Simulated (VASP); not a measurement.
Te2Mo, 12 atoms in the cell. Symmetry: P2_1/m, No. 11, monoclinic system. Conventional cell: a = 6.247 Å, b = 3.402 Å, c = 12.802 Å, α = 90.00°, β = 95.14°, γ = 90.00°. Te (site symmetry m) has 3 Mo at 2.67 to 2.68 Å and 9 Te at 3.40 to 3.68 Å within 3.7 Å. Within 3.7 Å of Te (site symmetry m) lie 3 Mo at 2.74 to 2.76 Å and 10 Te at 3.39 to 3.63 Å. Within 3.7 Å of Te (site symmetry m) lie 3 Mo at 2.67 Å and 9 Te at 3.40 to 3.63 Å. Within 3.7 Å of Te (site symmetry m) lie 3 Mo at 2.74 to 2.75 Å and 10 Te at 3.39 to 3.68 Å. Within 3.5 Å of Mo (site symmetry m) lie 6 Te at 2.67 to 2.75 Å and 4 Mo at 2.85 to 3.40 Å. Within 3.5 Å of Mo (site symmetry m) lie 6 Te at 2.67 to 2.76 Å and 4 Mo at 2.85 to 3.40 Å. 

| Item | Value |
| --- | --- |
| Program | VASP 6.6.1 |
| Task | single point |
| Functional | PBEsol |
| Potentials or basis | VASP PAW PBE potentials, release 64 (Te, Mo_sv) |
| Cutoff | 520 eV |
| k mesh | 6 × 10 × 4 |
| Occupations | gaussian, width 0.1 eV |
| Spin | no spin polarisation |
| Dipole correction | no |
| Further INCAR settings | ALGO = Fast; EDIFF = 1e-06; NBANDS = 64 |

Potentials or basis: VASP PAW PBE potentials, release 64 (Te, Mo_sv).

Launch:

```console
$ cat potpaw_PBE.64/Te/POTCAR potpaw_PBE.64/Mo_sv/POTCAR > POTCAR
$ mpirun -np 1 vasp_std > vasp.out
```

Hardware: 1 thread of Oxide Virtual Turin-like Processor (shared host).

Task: How long does it take, and how much memory?

Result: It took 35 min on 1 thread of Oxide Virtual Turin-like Processor, with other jobs on the host, peak memory 1 GiB. Counts: scf iterations 16, k points 84.
